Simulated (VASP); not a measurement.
# TaAs (F-43m) in VASP: single point with PBE

Aim: the single point of TaAs with PBE.

All numbers are computed with VASP 6.6.1; they aren't measurements. Logs are shortened: lines on timing, memory, paths and dates and some standing lists are left out, and cuts for length are marked.

### Step 1. The cell of the first run

It takes space group F-43m (No. 216, cubic). The conventional cell has a = 5.803 Å, b = 5.803 Å, c = 5.803 Å, α = 90.00°, β = 90.00°, γ = 90.00°. Ta (site symmetry -43m) has 4 As at 2.51 Å within 3.3 Å. Within 3.3 Å of As (site symmetry -43m) lie 4 Ta at 2.51 Å.

### Step 2. Single point, PBE

File INCAR:

```
PREC = Accurate
ENCUT = 500
EDIFF = 1E-6
ISMEAR = 0
SIGMA = 0.2
LREAL = False
LASPH = True
NELM = 120
ALGO = Normal
ISIF = 2
LWAVE = False
LCHARG = False
GGA = PE
NBANDS = 15
GGA_COMPAT = False
```

File KPOINTS:

```
regular mesh
0
Gamma
  6 6 6
```

File POSCAR:

```
TaAs
1.0
    0.0000000000      2.9014461749      2.9014461749
    2.9014461749      0.0000000000      2.9014461749
    2.9014461749      2.9014461749      0.0000000000
Ta As
1 1
Direct
    0.0000000000      0.0000000000      0.0000000000
    0.7500000000      0.7500000000      0.7500000000
```

Potentials or basis: VASP PAW PBE potentials, release 64 (Ta_pv, As).

Launch:

```
$ cat potpaw_PBE.64/Ta_pv/POTCAR potpaw_PBE.64/As/POTCAR > POTCAR
$ mpirun -np 1 vasp_std > vasp.out
```

OUTCAR:

```text
PREC = Accurate
   ENCUT = 500
   EDIFF = 1E-6
   ISMEAR = 0
   LREAL = False
   LASPH = True
   NELM = 120
   ISIF = 2
   GGA = PE

 ion  position               nearest neighbor table
   1  0.000  0.000  0.000-   2 2.51   2 2.51   2 2.51   2 2.51
   2  0.750  0.750  0.750-   1 2.51   1 2.51   1 2.51   1 2.51

  LATTYP: Found a face centered cubic cell.
 ALAT       =     5.8028923498

  Lattice vectors:

 A1 = (   0.0000000000,   2.9014461749,   2.9014461749)
 A2 = (   2.9014461749,   0.0000000000,   2.9014461749)
 A3 = (   2.9014461749,   2.9014461749,   0.0000000000)

Analysis of symmetry for initial positions (statically):
=====================================================================
 Subroutine PRICEL returns:
 Original cell was already a primitive cell.

 Routine SETGRP: Setting up the symmetry group for a
 face centered cubic supercell.

 Subroutine GETGRP returns: Found 24 space group operations
 (whereof 24 operations were pure point group operations)
 out of a pool of 48 trial point group operations.

The static configuration has the point symmetry T_d .

Analysis of symmetry for dynamics (positions and initial velocities):
=====================================================================
 Subroutine PRICEL returns:
 Original cell was already a primitive cell.

 Routine SETGRP: Setting up the symmetry group for a
 face centered cubic supercell.

 Subroutine GETGRP returns: Found 24 space group operations
 (whereof 24 operations were pure point group operations)
 out of a pool of 48 trial point group operations.

The dynamic configuration has the point symmetry T_d .

 Subroutine INISYM returns: Found 24 space group operations
 (whereof 24 operations are pure point group operations),
 and found     1 'primitive' translations

----------------------------------------------------------------------------------------

                                     Primitive cell

  volume of cell :      48.8510

  direct lattice vectors                    reciprocal lattice vectors
     0.000000000  2.901446175  2.901446175    -0.172327856  0.172327856  0.172327856
     2.901446175  0.000000000  2.901446175     0.172327856 -0.172327856  0.172327856
     2.901446175  2.901446175  0.000000000     0.172327856  0.172327856 -0.172327856

  length of vectors
     4.103264531  4.103264531  4.103264531     0.298480603  0.298480603  0.298480603

  position of ions in fractional coordinates (direct lattice)
     0.000000000  0.000000000  0.000000000
     0.750000000  0.750000000  0.750000000

  ion indices of the primitive-cell ions
   primitive index   ion index
                 1           1
                 2           2

----------------------------------------------------------------------------------------

 KPOINTS: regular mesh

Automatic generation of k-mesh.
 Grid dimensions read from file:
 generate k-points for:    6    6    6

 Generating k-lattice:

  Cartesian coordinates                     Fractional coordinates (reciprocal lattice)
    -0.028721309  0.028721309  0.028721309     0.166666667  0.000000000  0.000000000
     0.028721309 -0.028721309  0.028721309     0.000000000  0.166666667  0.000000000
     0.028721309  0.028721309 -0.028721309     0.000000000  0.000000000  0.166666667

  Length of vectors
     0.049746767  0.049746767  0.049746767

  Shift w.r.t. Gamma in fractional coordinates (k-lattice)
     0.000000000  0.000000000  0.000000000

 Subroutine IBZKPT returns following result:
 ===========================================

 Found     16 irreducible k-points:

 Following reciprocal coordinates:
            Coordinates               Weight
  0.000000  0.000000  0.000000      1.000000
  0.166667  0.000000  0.000000      8.000000
  0.333333  0.000000  0.000000      8.000000
  0.500000  0.000000  0.000000      4.000000
  0.166667  0.166667  0.000000      6.000000
  0.333333  0.166667  0.000000     24.000000
[... 8 lines left out ...]
 -0.333333  0.333333  0.166667     24.000000
 -0.333333  0.500000  0.166667     12.000000
   k-points           NKPTS =     16   k-points in BZ     NKDIM =     16   number of bands    NBANDS=     15
   number of dos      NEDOS =    301   number of ions     NIONS =      2
   total plane-waves  NPLWV =  27000
   dimension x,y,z NGX =    30 NGY =   30 NGZ =   30
   dimension x,y,z NGXF=    60 NGYF=   60 NGZF=   60
   ions per type =               1   1
   NGX,Y,Z   is equivalent  to a cutoff of  12.15, 12.15, 12.15 a.u.
   NGXF,Y,Z  is equivalent  to a cutoff of  24.31, 24.31, 24.31 a.u.
 SYSTEM =  unknown system
   PREC   = accura    normal or accurate (medium, high low for compatibility)
   ISTART =      0    job   : 0-new  1-cont  2-samecut
   ICHARG =      2    charge: 1-file 2-atom 10-const
   ISPIN  =      1    spin polarized calculation?
   LNONCOLLINEAR =      F non collinear calculations
   LSORBIT =      F    spin-orbit coupling
   LASPH  =      T    aspherical Exc in radial PAW
   ENCUT  =  500.0 eV  36.75 Ry    6.06 a.u.   7.48  7.48  7.48*2*pi/ulx,y,z
   NELM   =    120;   NELMIN=  2; NELMDL= -5     # of ELM steps
   EDIFF  = 0.1E-05   stopping-criterion for ELM
   LREAL  =      F    real-space projection
   EDIFFG = 0.1E-04   stopping-criterion for IOM
   NSW    =      0    number of steps for IOM
   IBRION =     -1    ionic relax: 0-MD 1-quasi-New 2-CG
   NFREE  =      0    steps in history (QN), initial steepest desc. (CG)
   ISIF   =      2    stress and relaxation
   ISYM   =      2    0-nonsym 1-usesym 2-fastsym
   POTIM  = 0.5000    time-step for ionic-motion
   TEBEG  =    0.0;   TEEND  =   0.0 temperature during run
   PSTRESS=    0.0 pullay stress
   NELECT =      16.0000    total number of electrons
   NUPDOWN=      -1.0000    fix difference up-down
   EMIN   =  10.00;   EMAX   =-10.00  energy-range for DOS
   EFERMI =   0.00;   METHOD = LEGACY
   ISMEAR =     0;   SIGMA  =   0.20  broadening in eV -4-tet -1-fermi 0-gaus
   EFERMI_NEDOS =   21; number of points for ismear=-14 and -15
   IALGO  =     38    algorithm
   IMIX   =      4    mixing-type and parameters
     AMIX     =   0.40;   BMIX     =  1.00
     AMIX_MAG =   1.60;   BMIX_MAG =  1.00
  volume/ion in A,a.u.               =      24.43       164.83
  Fermi-wavevector in a.u.,A,eV,Ry     =   1.128471  2.132501 17.326288  1.273446
  Thomas-Fermi vector in A             =   2.265161
   LORBIT       =      0    0 simple, 1 ext, 2 COOP (PROOUT), +10 PAW based schemes
   GGA     = PE    functional components
   LHFCALC =     F    Hartree Fock is set to
   AEXX    =    0.0000 exact exchange contribution
   IVDW    =     0    specifies the selected vdW correction
   LEPSILON=     F    determine dielectric tensor
   LRPA    =     F    only Hartree local field effects (RPA)
 non-spin polarized calculation
 Gauss-broadening in eV      SIGMA  =   0.20
  energy-cutoff  :      500.00
  volume of cell :       48.85
 maximum number of plane-waves:      1258
 NGX is ok and might be reduce to    30
   NGX = 15   NGY = 15   NGZ = 15

 number of electron      16.0000002 magnetization

 Free energy of the ion-electron system (eV)
  ---------------------------------------------------
  ext. energy  EPLUGINS =         0.00000000
  ---------------------------------------------------
  free energy    TOTEN  =       -15.45279618 eV

  energy without entropy =      -15.39746171  energy(sigma->0) =      -15.42512894

 E-fermi :   4.0778     XC(G=0): -10.0221

 val. band max:        4.0472232088   @ k =   0.1667   0.0000   0.0000
 cond. band min:       4.1439601647   @ k =  -0.3333   0.5000   0.1667
 fundamental gap:      0.0967369560
 Fermi energy:         4.0778012249

 k-point     1 :       0.0000    0.0000    0.0000
  band No.  band energies     occupation
      1     -31.2035      2.00000
      2     -31.2035      2.00000
      3     -31.2035      2.00000
      4      -8.3530      2.00000
      5       0.3443      2.00000
      6       0.3443      2.00000
      7       0.3443      2.00000
      8       4.1459      0.62991
      9       4.1459      0.62991
     10       5.6741      0.00000
     11       9.8290      0.00000
     12       9.8290      0.00000
     13       9.8290      0.00000
     14      11.5954      0.00000
     15      11.5954      0.00000

 k-point     2 :       0.1667    0.0000    0.0000
  band No.  band energies     occupation
      1     -31.2154      2.00000
      2     -31.2054      2.00000
      3     -31.2054      2.00000
      4      -8.1125      2.00000
      5      -0.1257      2.00000
      6       0.4717      2.00000
      7       0.4717      2.00000
      8       4.0472      1.17118
      9       4.0472      1.17118
     10       6.6311      0.00000
     11       8.2351      0.00000
     12       9.5558      0.00000
     13       9.5558      0.00000
     14      10.7914      0.00000
     15      11.8462      0.00000

 k-point     3 :       0.3333    0.0000    0.0000
  band No.  band energies     occupation
      1     -31.2391      2.00000
      2     -31.2091      2.00000
      3     -31.2091      2.00000
      4      -7.5870      2.00000
      5      -0.7295      2.00000
      6       0.6758      2.00000
      7       0.6758      2.00000
      8       4.1911      0.42289
      9       4.1911      0.42289
     10       5.5621      0.00000
     11       7.8959      0.00000
     12       8.1976      0.00000
     13       8.1976      0.00000
     14      11.3395      0.00000
     15      13.0008      0.00000
[... 199 lines left out ...]
 k-point    15 :      -0.3333    0.3333    0.1667
  band No.  band energies     occupation
      1     -31.2441      2.00000
      2     -31.2269      2.00000
      3     -31.2173      2.00000
      4      -7.0181      2.00000
      5      -0.4619      2.00000
      6       0.0030      2.00000
      7       1.3034      2.00000
      8       3.0924      2.00000
      9       4.2551      0.21001
     10       4.7675      0.00000
     11       6.3534      0.00000
     12       7.1895      0.00000
     13      10.5123      0.00000
     14      12.3529      0.00000
     15      12.4356      0.00000

 k-point    16 :      -0.3333    0.5000    0.1667
  band No.  band energies     occupation
      1     -31.2458      2.00000
      2     -31.2264      2.00000
      3     -31.2212      2.00000
      4      -6.9191      2.00000
      5      -0.8669      2.00000
      6       0.5257      2.00000
      7       1.6092      2.00000
      8       2.7044      2.00000
      9       4.1440      0.63992
     10       4.8351      0.00000
     11       5.8034      0.00000
     12       6.8047      0.00000
     13      11.5823      0.00000
     14      11.9408      0.00000
     15      13.2654      0.00000

------------------------ aborting loop because EDIFF is reached ----------------------------------------

  FORCE on cell =-STRESS in cart. coord.  units (eV):
  Direction    XX          YY          ZZ          XY          YZ          ZX
  --------------------------------------------------------------------------------------
  -------------------------------------------------------------------------------------
  Total        0.1250494      0.1250494      0.1250494      0.0000000      0.0000000      0.0000000
  in kB        4.1012715      4.1012715      4.1012715      0.0000000      0.0000000      0.0000000
  external PRESSURE =       4.1012715 kB  Pullay stress =       0.0000000 kB

 VOLUME and BASIS-vectors are now :
 -----------------------------------------------------------------------------
  energy-cutoff  :      500.00
  volume of cell :       48.85
      direct lattice vectors                 reciprocal lattice vectors
     0.000000000  2.901446175  2.901446175    -0.172327856  0.172327856  0.172327856
     2.901446175  0.000000000  2.901446175     0.172327856 -0.172327856  0.172327856
     2.901446175  2.901446175  0.000000000     0.172327856  0.172327856 -0.172327856

 POSITION                                       TOTAL-FORCE (eV/Angst)
 -----------------------------------------------------------------------------------
      0.00000      0.00000      0.00000        -0.000000     -0.000000     -0.000000
      4.35217      4.35217      4.35217         0.000000      0.000000      0.000000
 -----------------------------------------------------------------------------------
    total drift:                               -0.000000     -0.000000      0.000000

  FREE ENERGIE OF THE ION-ELECTRON SYSTEM (eV)
  ---------------------------------------------------
  free  energy   TOTEN  =       -15.4527961756 eV

  energy  without entropy=      -15.3974617060  energy(sigma->0) =      -15.42512894
```

Run time: 12 s. Hardware: 1 thread of Intel Xeon 6975P-C, shared host; peak memory 0.17 GiB.

What came out:

- Free energy: -15.4528 eV
- Pressure: 0.4 GPa
- Band gap on the k mesh: zero (band 8 reaches 4.45 eV, above the bottom of band 9 at 4.05 eV)

Caveat: spin-orbit coupling is left out, which moves the levels of the heavy elements.
